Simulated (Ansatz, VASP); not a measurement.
**Al2O3 in VASP and in Ansatz**

```
CELL_PARAMETERS angstrom
2.37932 1.37370 4.33179
-2.37932 1.37370 4.33179
0.00000 -2.74740 4.33179
ATOMIC_POSITIONS crystal
Al 0.35191 0.35191 0.35191
Al 0.14809 0.14809 0.14809
Al 0.64809 0.64809 0.64809
Al 0.85191 0.85191 0.85191
O 0.55637 0.94363 0.25000
O 0.25000 0.55637 0.94363
O 0.94363 0.25000 0.55637
O 0.44363 0.05637 0.75000
O 0.75000 0.44363 0.05637
O 0.05637 0.75000 0.44363
```

Alike in both runs: task single point; functional PBE; k mesh 6 × 6 × 6; no spin polarisation.

|  | VASP | Ansatz |
| --- | --- | --- |
| version | VASP 6.6.1 | Ansatz 0.2.0 |
| potentials or method | VASP PAW PBE potentials, release 64 (Al, O) | plane waves, PAW |
| plane-wave cutoff (eV) | 520 | 420 |
| occupations | gaussian, width 0.01 eV | fixed |
| valence electrons in the cell | 48 | 48 |

|  | VASP | Ansatz | Ansatz less VASP |
| --- | --- | --- | --- |
| gap on the k mesh at the Fermi level (eV) | 6.24 | 6.24 | +0.002 |
| pressure (GPa) | 7.4 | 7.6 | +0.14 |
| traceless stress, the component that is largest in VASP (GPa) | -0.39 | -0.36 | +0.029 |
| rms of the force components (eV/Å) | 0.015 | 0.015 | -0.0008 |

Atom by atom the forces differ by 0.001 eV/Å (rms over components).
